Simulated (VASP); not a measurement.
Runs of VASP 6.6.1 on Si3N4. The structure is that of space group P6_3/m (No. 176), or close to it. The cells are those of the table. 

```tsv
task	cell	smearing	gap on the mesh (eV)	pressure (GPa)	largest force (eV/Å)
electric field gradients	a = 7.595, b = 7.595, c = 2.902 Å, angles 90.0, 90.0, 120.0°, 14 atoms	fermi-dirac 0.02 eV	1.40	-2.4	2.47
electric field gradients	a = 7.595, b = 7.595, c = 2.902 Å, angles 90.0, 90.0, 120.0°, 14 atoms	gaussian 0.1 eV	1.40	-2.4	2.47
single point	a = 7.695, b = 7.695, c = 2.940 Å, angles 90.0, 90.0, 120.0°, 14 atoms	fermi-dirac 0.02 eV	(a)	-3.2	0.01
single point	a = 7.744, b = 7.744, c = 2.959 Å, angles 90.0, 90.0, 120.0°, 14 atoms	fermi-dirac 0.02 eV	4.11	-7.3	0.01
```

Alike in all rows: level PBE; potentials or basis VASP PAW PBE potentials, release 64 (Si, N); no spin polarisation; k mesh 4 × 4 × 10; cutoff (eV) 520.

**Question.** Estimate the missing entries.

**Answer.** (a) 4.19.

Caveats: forces of over 1 eV/Å act on the atoms, so gaps and moduli don't describe the material at rest (some runs).

A k mesh can miss the band edges.
